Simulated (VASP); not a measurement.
# SiPd3Pt (Pm-3m) in VASP: further runs

SiPd3Pt is run at these levels: PBE; tasks: single point, relaxation of cell and atoms.

All numbers are computed with VASP 6.6.1; they aren't measurements. Logs are shortened: lines on timing, memory, paths and dates and some standing lists are left out, and cuts for length are marked.

## (1) The cell of the first run

The structure is cubic, space group Pm-3m (No. 221). The conventional cell has a = 4.446 Å, b = 4.446 Å, c = 4.446 Å, α = 90.00°, β = 90.00°, γ = 90.00°. Si (site symmetry m-3m) has 6 Pd at 2.22 Å within 2.9 Å. Pd (site symmetry 4/mmm) has 2 Si at 2.22 Å within 2.9 Å. Pt (site symmetry m-3m) has 12 Pd at 3.14 Å and 8 Si at 3.85 Å within 4.1 Å.

## (2) Single point, PBE, collinear spin, ferromagnetic start

INCAR

```
SYSTEM = SiPd3Pt
PREC = Accurate ; ENCUT = 520
EDIFF = 1E-7 ; ISMEAR = 0
SIGMA = 0.1 ; LREAL = .False.
LASPH = .True. ; NELM = 150
ALGO = Fast ; ISIF = 2
LWAVE = .False. ; LCHARG = .False.
ISPIN = 2 ; MAGMOM = 0 1 1 1 0
LORBIT = 11 ; LMAXMIX = 4
GGA = PE ; NBANDS = 34
```

KPOINTS

```
regular mesh
0
Gamma
  4 4 4
  0 0 0
```

POSCAR

```
SiPd3Pt
1.0
    4.4459891303      0.0000000000      0.0000000000
    0.0000000000      4.4459891303      0.0000000000
    0.0000000000      0.0000000000      4.4459891303
Si Pd Pt
1 3 1
Direct
    0.5000000000      0.5000000000      0.5000000000
    0.0000000000      0.5000000000      0.5000000000
    0.5000000000      0.0000000000      0.5000000000
    0.5000000000      0.5000000000      0.0000000000
    0.0000000000      0.0000000000      0.0000000000
```

Potentials or basis: VASP PAW PBE potentials, release 64 (Si, Pd, Pt).

On the command line:

```console
cat potpaw_PBE.64/Si/POTCAR potpaw_PBE.64/Pd/POTCAR potpaw_PBE.64/Pt/POTCAR > POTCAR
mpirun -np 1 vasp_std > vasp.out
```

OUTCAR:

```text
SYSTEM = SiPd3Pt
   PREC = Accurate
   ENCUT = 520
   EDIFF = 1E-7
   ISMEAR = 0
   LREAL = .False.
   LASPH = .True.
   NELM = 150
   ISIF = 2
   ISPIN = 2
   LORBIT = 11
   GGA = PE

 ion  position               nearest neighbor table
   1  0.500  0.500  0.500-   2 2.22   3 2.22   4 2.22   4 2.22   3 2.22   2 2.22
   2  0.000  0.500  0.500-   1 2.22   1 2.22   4 3.14   5 3.14   4 3.14   5 3.14   3 3.14   5 3.14
                             5 3.14   3 3.14   3 3.14   4 3.14   4 3.14   3 3.14
   3  0.500  0.000  0.500-   1 2.22   1 2.22   4 3.14   5 3.14   4 3.14   5 3.14   2 3.14   2 3.14
                             4 3.14   4 3.14   2 3.14   5 3.14   5 3.14   2 3.14
   4  0.500  0.500  0.000-   1 2.22   1 2.22   3 3.14   5 3.14   2 3.14   2 3.14   3 3.14   3 3.14
                             5 3.14   3 3.14   2 3.14   5 3.14   2 3.14   5 3.14
   5  0.000  0.000  0.000-   2 3.14   3 3.14   4 3.14   2 3.14   3 3.14   2 3.14   4 3.14   2 3.14
                             3 3.14   4 3.14   3 3.14   4 3.14

  LATTYP: Found a simple cubic cell.
 ALAT       =     4.4459891303

  Lattice vectors:

 A1 = (   4.4459891303,   0.0000000000,   0.0000000000)
 A2 = (   0.0000000000,   4.4459891303,   0.0000000000)
 A3 = (   0.0000000000,   0.0000000000,   4.4459891303)

Analysis of symmetry for initial positions (statically):
=====================================================================
 Subroutine PRICEL returns:
 Original cell was already a primitive cell.

 Routine SETGRP: Setting up the symmetry group for a
 simple cubic supercell.

 Subroutine GETGRP returns: Found 48 space group operations
 (whereof 48 operations were pure point group operations)
 out of a pool of 48 trial point group operations.

The static configuration has the point symmetry O_h .

Analysis of symmetry for dynamics (positions and initial velocities):
=====================================================================
 Subroutine PRICEL returns:
 Original cell was already a primitive cell.

 Routine SETGRP: Setting up the symmetry group for a
 simple cubic supercell.

 Subroutine GETGRP returns: Found 48 space group operations
 (whereof 48 operations were pure point group operations)
 out of a pool of 48 trial point group operations.

The dynamic configuration has the point symmetry O_h .

Analysis of structural, dynamic, and magnetic symmetry:
=====================================================================
 Subroutine PRICEL returns:
 Original cell was already a primitive cell.

 Routine SETGRP: Setting up the symmetry group for a
 simple cubic supercell.

 Subroutine GETGRP returns: Found 48 space group operations
 (whereof 48 operations were pure point group operations)
 out of a pool of 48 trial point group operations.

The overall configuration has the point symmetry O_h .

 Subroutine INISYM returns: Found 48 space group operations
 (whereof 48 operations are pure point group operations),
 and found     1 'primitive' translations

----------------------------------------------------------------------------------------

                                     Primitive cell

  volume of cell :      87.8831

  direct lattice vectors                    reciprocal lattice vectors
     4.445989130  0.000000000  0.000000000     0.224921827  0.000000000  0.000000000
     0.000000000  4.445989130  0.000000000     0.000000000  0.224921827  0.000000000
     0.000000000  0.000000000  4.445989130     0.000000000  0.000000000  0.224921827

  length of vectors
     4.445989130  4.445989130  4.445989130     0.224921827  0.224921827  0.224921827

  position of ions in fractional coordinates (direct lattice)
     0.500000000  0.500000000  0.500000000
     0.000000000  0.500000000  0.500000000
     0.500000000  0.000000000  0.500000000
     0.500000000  0.500000000  0.000000000
     0.000000000  0.000000000  0.000000000

  ion indices of the primitive-cell ions
   primitive index   ion index
                 1           1
                 2           2
                 3           3
                 4           4
                 5           5

----------------------------------------------------------------------------------------

 KPOINTS: regular mesh

Automatic generation of k-mesh.
 Grid dimensions read from file:
[... 32 lines left out ...]
   k-points           NKPTS =     10   k-points in BZ     NKDIM =     10   number of bands    NBANDS=     34
   number of dos      NEDOS =    301   number of ions     NIONS =      5
   total plane-waves  NPLWV =  46656
   dimension x,y,z NGX =    36 NGY =   36 NGZ =   36
   dimension x,y,z NGXF=    72 NGYF=   72 NGZF=   72
   ions per type =               1   3   1
   NGX,Y,Z   is equivalent  to a cutoff of  13.46, 13.46, 13.46 a.u.
   NGXF,Y,Z  is equivalent  to a cutoff of  26.92, 26.92, 26.92 a.u.
 SYSTEM =  SiPd3Pt
   PREC   = accura    normal or accurate (medium, high low for compatibility)
   ISTART =      0    job   : 0-new  1-cont  2-samecut
   ICHARG =      2    charge: 1-file 2-atom 10-const
   ISPIN  =      2    spin polarized calculation?
   LNONCOLLINEAR =      F non collinear calculations
   LSORBIT =      F    spin-orbit coupling
   LASPH  =      T    aspherical Exc in radial PAW
   ENCUT  =  520.0 eV  38.22 Ry    6.18 a.u.   8.27  8.27  8.27*2*pi/ulx,y,z
   NELM   =    150;   NELMIN=  2; NELMDL= -5     # of ELM steps
   EDIFF  = 0.1E-06   stopping-criterion for ELM
   LREAL  =      F    real-space projection
   EDIFFG = 0.1E-05   stopping-criterion for IOM
   NSW    =      0    number of steps for IOM
   IBRION =     -1    ionic relax: 0-MD 1-quasi-New 2-CG
   NFREE  =      0    steps in history (QN), initial steepest desc. (CG)
   ISIF   =      2    stress and relaxation
   ISYM   =      2    0-nonsym 1-usesym 2-fastsym
   POTIM  = 0.5000    time-step for ionic-motion
   TEBEG  =    0.0;   TEEND  =   0.0 temperature during run
   PSTRESS=    0.0 pullay stress
   NELECT =      44.0000    total number of electrons
   NUPDOWN=      -1.0000    fix difference up-down
   EMIN   =  10.00;   EMAX   =-10.00  energy-range for DOS
   EFERMI =   0.00;   METHOD = LEGACY
   ISMEAR =     0;   SIGMA  =   0.10  broadening in eV -4-tet -1-fermi 0-gaus
   EFERMI_NEDOS =   21; number of points for ismear=-14 and -15
   IALGO  =     68    algorithm
   IMIX   =      4    mixing-type and parameters
     AMIX     =   0.40;   BMIX     =  1.00
     AMIX_MAG =   1.60;   BMIX_MAG =  1.00
  volume/ion in A,a.u.               =      17.58       118.61
  Fermi-wavevector in a.u.,A,eV,Ry     =   1.299942  2.456534 22.991796  1.689849
  Thomas-Fermi vector in A             =   2.431173
   LORBIT       =     11    0 simple, 1 ext, 2 COOP (PROOUT), +10 PAW based schemes
   GGA     = PE    functional components
   LHFCALC =     F    Hartree Fock is set to
   AEXX    =    0.0000 exact exchange contribution
   IVDW    =     0    specifies the selected vdW correction
   LEPSILON=     F    determine dielectric tensor
   LRPA    =     F    only Hartree local field effects (RPA)
 spin polarized calculation
 RMM-DIIS sequential band-by-band and
 Gauss-broadening in eV      SIGMA  =   0.10
  energy-cutoff  :      520.00
  volume of cell :       87.88
 maximum number of plane-waves:      2392
 NGX is ok and might be reduce to    36
   NGX = 17   NGY = 17   NGZ = 17

 number of electron      44.0000008 magnetization      -0.0011835

 number of electron      44.0000008 magnetization       0.0000068

 Free energy of the ion-electron system (eV)
  ---------------------------------------------------
  ext. energy  EPLUGINS =         0.00000000
  ---------------------------------------------------
  free energy    TOTEN  =       -25.92771601 eV

  energy without entropy =      -25.88801761  energy(sigma->0) =      -25.90786681

 E-fermi :   7.4095     XC(G=0): -11.6920

 val. band max:        7.3889991172   @ k =   0.0000   0.0000   0.0000
 cond. band min:       7.4229727194   @ k =   0.5000   0.5000   0.2500
 fundamental gap:      0.0339736022
 Fermi energy:         7.4094780077

 spin component 1

 k-point     1 :       0.0000    0.0000    0.0000
  band No.  band energies     occupation
      1      -3.4336      1.00000
      2       2.1328      1.00000
      3       2.8477      1.00000
      4       2.8477      1.00000
      5       2.8477      1.00000
      6       3.6939      1.00000
[... 359 lines left out ...]
     33      18.1787      0.00000
     34      19.0966      0.00000
 Fermi energy:         7.4094780077

 spin component 2

 k-point     1 :       0.0000    0.0000    0.0000
  band No.  band energies     occupation
      1      -3.4335      1.00000
      2       2.1328      1.00000
      3       2.8477      1.00000
      4       2.8477      1.00000
      5       2.8477      1.00000
      6       3.6939      1.00000
[... 359 lines left out ...]
     33      18.1787      0.00000
     34      19.0966      0.00000

------------------------ aborting loop because EDIFF is reached ----------------------------------------

  FORCE on cell =-STRESS in cart. coord.  units (eV):
  Direction    XX          YY          ZZ          XY          YZ          ZX
  --------------------------------------------------------------------------------------
  -------------------------------------------------------------------------------------
  Total        0.2931982      0.2931982      0.2931982      0.0000000      0.0000000     -0.0000000
  in kB        5.3452330      5.3452330      5.3452330      0.0000000      0.0000000     -0.0000000
  external PRESSURE =       5.3452330 kB  Pullay stress =       0.0000000 kB

 VOLUME and BASIS-vectors are now :
 -----------------------------------------------------------------------------
  energy-cutoff  :      520.00
  volume of cell :       87.88
      direct lattice vectors                 reciprocal lattice vectors
     4.445989130  0.000000000  0.000000000     0.224921827  0.000000000  0.000000000
     0.000000000  4.445989130  0.000000000     0.000000000  0.224921827  0.000000000
     0.000000000  0.000000000  4.445989130     0.000000000  0.000000000  0.224921827

 POSITION                                       TOTAL-FORCE (eV/Angst)
 -----------------------------------------------------------------------------------
      2.22299      2.22299      2.22299         0.000000      0.000000      0.000000
      0.00000      2.22299      2.22299         0.000000      0.000000      0.000000
      2.22299      0.00000      2.22299         0.000000      0.000000      0.000000
      2.22299      2.22299      0.00000         0.000000      0.000000      0.000000
      0.00000      0.00000      0.00000         0.000000      0.000000      0.000000
 -----------------------------------------------------------------------------------
    total drift:                                0.000000      0.000000      0.000000

  FREE ENERGIE OF THE ION-ELECTRON SYSTEM (eV)
  ---------------------------------------------------
  free  energy   TOTEN  =       -25.9277160118 eV

  energy  without entropy=      -25.8880176086  energy(sigma->0) =      -25.90786681

 total charge

# of ion       s       p       d       tot
------------------------------------------
    1        0.838   0.937   0.000   1.775
    2        0.433   0.450   8.632   9.515
    3        0.433   0.450   8.632   9.515
    4        0.433   0.450   8.632   9.515
    5        0.465   0.210   8.123   8.798
--------------------------------------------------
tot          2.601   2.498  34.019  39.118

 magnetization (x)

# of ion       s       p       d       tot
------------------------------------------
    1       -0.000   0.000   0.000   0.000
    2        0.000   0.000  -0.000   0.000
    3        0.000   0.000  -0.000   0.000
    4        0.000   0.000  -0.000   0.000
    5       -0.000   0.000  -0.000  -0.000
--------------------------------------------------
tot          0.000   0.000  -0.000  -0.000
```

It took 34 s on 1 thread of Intel Xeon 6975P-C (Granite Rapids), shared host; peak memory 0.27 GiB.

Results:

| Property | Result |
| --- | --- |
| Free energy | -25.9277 eV |
| Pressure | 0.5 GPa |
| Band gap on the k mesh | zero (filled and empty bands overlap) |
| Net moment | 0.00 μB per cell |
| Valence electrons inside the program's atomic spheres | Si 1.77; Pd 9.52; Pt 8.80 |

Caveat: spin-orbit coupling is left out, which moves the levels of the heavy elements.

## (3) Relaxation of cell and atoms, PBE

INCAR

```
SYSTEM = SiPd3Pt
  PREC = Accurate
  ENCUT = 600
  EDIFF = 1E-6
  ISMEAR = 0
  SIGMA = 0.1
  LREAL = .False.
  LASPH = .True.
  NELM = 60
  ALGO = Normal
  ISIF = 3
  LWAVE = .False.
  LCHARG = .False.
  GGA = PE
  IBRION = 2
  NSW = 100
  EDIFFG = -0.01
```

KPOINTS

```
regular mesh
0
Gamma
  8 8 8
  0 0 0
```

POSCAR is that of step 2.

Potentials or basis: VASP PAW PBE potentials, release 64 (Si, Pd, Pt).

On the command line:

```console
cat potpaw_PBE.64/Si/POTCAR potpaw_PBE.64/Pd/POTCAR potpaw_PBE.64/Pt/POTCAR > POTCAR
mpirun -np 1 vasp_std > vasp.out
```

OUTCAR:

```text
SYSTEM = SiPd3Pt
   PREC = Accurate
   ENCUT = 600
   EDIFF = 1E-6
   ISMEAR = 0
   LREAL = .False.
   LASPH = .True.
   NELM = 60
   ISIF = 3
   GGA = PE
   IBRION = 2
   NSW = 100
   EDIFFG = -0.01

 ion  position               nearest neighbor table
   1  0.500  0.500  0.500-   2 2.22   3 2.22   4 2.22   4 2.22   3 2.22   2 2.22
   2  0.000  0.500  0.500-   1 2.22   1 2.22   4 3.14   5 3.14   4 3.14   5 3.14   3 3.14   5 3.14
                             5 3.14   3 3.14   3 3.14   4 3.14   4 3.14   3 3.14
   3  0.500  0.000  0.500-   1 2.22   1 2.22   4 3.14   5 3.14   4 3.14   5 3.14   2 3.14   2 3.14
                             4 3.14   4 3.14   2 3.14   5 3.14   5 3.14   2 3.14
   4  0.500  0.500  0.000-   1 2.22   1 2.22   3 3.14   5 3.14   2 3.14   2 3.14   3 3.14   3 3.14
                             5 3.14   3 3.14   2 3.14   5 3.14   2 3.14   5 3.14
   5  0.000  0.000  0.000-   2 3.14   3 3.14   4 3.14   2 3.14   3 3.14   2 3.14   4 3.14   2 3.14
                             3 3.14   4 3.14   3 3.14   4 3.14

  LATTYP: Found a simple cubic cell.
 ALAT       =     4.4459891303

  Lattice vectors:

 A1 = (   4.4459891303,   0.0000000000,   0.0000000000)
 A2 = (   0.0000000000,   4.4459891303,   0.0000000000)
 A3 = (   0.0000000000,   0.0000000000,   4.4459891303)

Analysis of symmetry for initial positions (statically):
[... 185 lines left out ...]
  FORCE on cell =-STRESS in cart. coord.  units (eV):
  Direction    XX          YY          ZZ          XY          YZ          ZX
  --------------------------------------------------------------------------------------
  -------------------------------------------------------------------------------------
  Total        0.2009756      0.2009756      0.2009756      0.0000000     -0.0000000      0.0000000
  in kB        3.6639440      3.6639440      3.6639440      0.0000000     -0.0000000      0.0000000
  external PRESSURE =       3.6639440 kB  Pullay stress =       0.0000000 kB
[... 65 lines left out ...]
--------------------------------------- Ionic step        3  -------------------------------------------

 number of electron      44.0000009 magnetization

 Free energy of the ion-electron system (eV)
  ---------------------------------------------------
  ext. energy  EPLUGINS =         0.00000000
  ---------------------------------------------------
  free energy    TOTEN  =       -25.98151331 eV

  energy without entropy =      -25.96041789  energy(sigma->0) =      -25.97096560

 E-fermi :   7.3266     XC(G=0): -11.6748

 val. band max:        7.3207074903   @ k =   0.2500   0.2500   0.0000
 cond. band min:       7.3331285225   @ k =   0.3750   0.3750   0.0000
 fundamental gap:      0.0124210322
 Fermi energy:         7.3266372646

 k-point     1 :       0.0000    0.0000    0.0000
  band No.  band energies     occupation
      1      -3.4480      2.00000
      2       2.1117      2.00000
      3       2.8262      2.00000
      4       2.8262      2.00000
      5       2.8262      2.00000
      6       3.6694      2.00000
[... 685 lines left out ...]
     25       9.8385      0.00000
     26      12.4262      0.00000

 [... further k-points ...]
[... 5 lines left out ...]
  --------------------------------------------------------------------------------------
  -------------------------------------------------------------------------------------
  Total        0.0026712      0.0026712      0.0026712      0.0000000     -0.0000000      0.0000000
  in kB        0.0485500      0.0485500      0.0485500      0.0000000     -0.0000000      0.0000000
  external PRESSURE =       0.0485500 kB  Pullay stress =       0.0000000 kB
[... 20 lines left out ...]
  FREE ENERGIE OF THE ION-ELECTRON SYSTEM (eV)
  ---------------------------------------------------
  free  energy   TOTEN  =       -25.9815133097 eV

  energy  without entropy=      -25.9604178871  energy(sigma->0) =      -25.97096560

 reached required accuracy - stopping structural energy minimisation
```

OSZICAR:

```text
N       E                     dE             d eps       ncg     rms          rms(c)
DAV:   1     0.292768469629E+03    0.29277E+03   -0.23773E+04  1820   0.179E+03
DAV:   2    -0.134617390529E+02   -0.30623E+03   -0.29781E+03  1946   0.353E+02
DAV:   3    -0.269651332862E+02   -0.13503E+02   -0.13024E+02  2304   0.659E+01
[... 26 lines left out ...]
DAV:   4    -0.259815147807E+02    0.79383E-03   -0.45793E-03  1936   0.428E-01    0.504E-02
DAV:   5    -0.259815089007E+02    0.58800E-05   -0.15641E-04  1918   0.694E-02    0.218E-02
DAV:   6    -0.259815106055E+02   -0.17048E-05   -0.79377E-06  1892   0.171E-02    0.958E-03
DAV:   7    -0.259815130106E+02   -0.24052E-05   -0.12433E-06  1106   0.717E-03    0.160E-03
DAV:   8    -0.259815133097E+02   -0.29906E-06   -0.12073E-07   928   0.188E-03
   3 F= -.25981513E+02 E0= -.25970966E+02  d E =-.309117E-03
```

It took 72 s on 1 thread of Intel Xeon 6975P-C (Granite Rapids), shared host; peak memory 0.28 GiB.

Results:

```yaml
Free_energy: -25.9815 eV
Relaxed_volume: 17.63 Å³/atom
Relaxed_cell: a = 4.451 Å, b = 4.451 Å, c = 4.451 Å, α = 90.00°, β = 90.00°, γ = 90.00°
Space_group_after_relaxing_to_0.05_Å: Pm-3m (No. 221)
Energy_gained_by_relaxing: 0.1 meV/atom
Ionic_steps: 3
Pressure_after_relaxing: 0.0 GPa
Band_gap_on_the_k_mesh: zero (band 22 reaches 7.78 eV, above the bottom of band 23 at 7.18 eV)
```

The path:
```tsv
step	energy change (eV)	largest force (eV/Å)	pressure (GPa)	volume (Å³)
1	0.0000	0.0000	0.37	87.88
2	-0.0001	0.0000	-0.32	88.40
3	-0.0003	0.0000	0.00	88.15
```

Final structure:
```
Si Pd Pt
1.0
     4.45051    0.00000    0.00000
     0.00000    4.45051    0.00000
     0.00000    0.00000    4.45051
Si Pd Pt
1 3 1
Cartesian
  2.2253 2.2253 2.2253
  0.0000 2.2253 2.2253
  2.2253 0.0000 2.2253
  2.2253 2.2253 0.0000
  0.0000 0.0000 0.0000
```

Caveat: spin-orbit coupling is left out, which moves the levels of the heavy elements.
